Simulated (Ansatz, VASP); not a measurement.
# SnO in VASP and in Ansatz

INCAR

```
PREC = Accurate
ENCUT = 520
EDIFF = 1E-7
ISMEAR = 0
SIGMA = 0.05
LREAL = F
LASPH = T
NELM = 60
ALGO = Normal
ISIF = 2
LWAVE = F
LCHARG = F
GGA = PE
IVDW = 12
NBANDS = 28
```

Contents of KPOINTS:

```
Automatic mesh
0
Gamma
  10 6 8
```

POSCAR

```
SnO
1.0
    3.1571805821      0.0000000000      0.0000000000
    0.0000000000      5.3395362956      0.0000000000
    0.0000000000      0.0000000000      4.7676310594
Sn O
2 2
Direct
    0.0000000000      0.2319090000      0.5131440000
    0.5000000000      0.7680910000      0.0131440000
    0.0000000000      0.8912500000      0.7368570000
    0.5000000000      0.1087500000      0.2368570000
```

Input for Ansatz:

```yaml
crystal:
  lattice:
    - [3.1571805821, 0.0, 0.0]
    - [0.0, 5.3395362956, 0.0]
    - [0.0, 0.0, 4.7676310594]
  atoms:
    - { symbol: Sn, position: [0.0, 0.231909, 0.513144] }
    - { symbol: Sn, position: [0.5, 0.768091, 0.013144] }
    - { symbol: O, position: [0.0, 0.89125, 0.736857] }
    - { symbol: O, position: [0.5, 0.10875, 0.236857] }
basis:
  ecutwfc: 420
kpoints:
  mp_grid: { grid: [10, 6, 8] }
hamiltonian:
  xc: pbe
  dispersion: d3bj
scf:
  occupations: { method: gaussian, width: 0.05 }
output:
  forces: true
  stress: true
  eigenvalues: true
```

Alike in both runs: task single point; functional PBE; dispersion D3(BJ); k mesh 10 × 6 × 8; occupations gaussian, width 0.05 eV; no spin polarisation.

```csv
,VASP,Ansatz
version,VASP 6.6.1,Ansatz 0.2.0
potentials or method,"VASP PAW PBE potentials, release 64 (Sn_d, O), cutoff 520 eV","scalar-relativistic, plane waves, PAW"
valence electrons in the cell,40,40
```

|  | VASP | Ansatz | Ansatz less VASP |
| --- | --- | --- | --- |
| gap on the k mesh at the Fermi level (eV) | 1.17 | 1.19 | +0.013 |
| least direct gap on the mesh (eV) | 1.41 | 1.42 | +0.011 |
| pressure (GPa) | 0.7 | 0.5 | -0.22 |
| traceless stress, the component that is largest in VASP (GPa) | -3.16 | -3.18 | -0.016 |
| rms of the force components (eV/Å) | 0.211 | 0.210 | -0.0006 |

Atom by atom the forces differ by 0.035 eV/Å (rms over components).
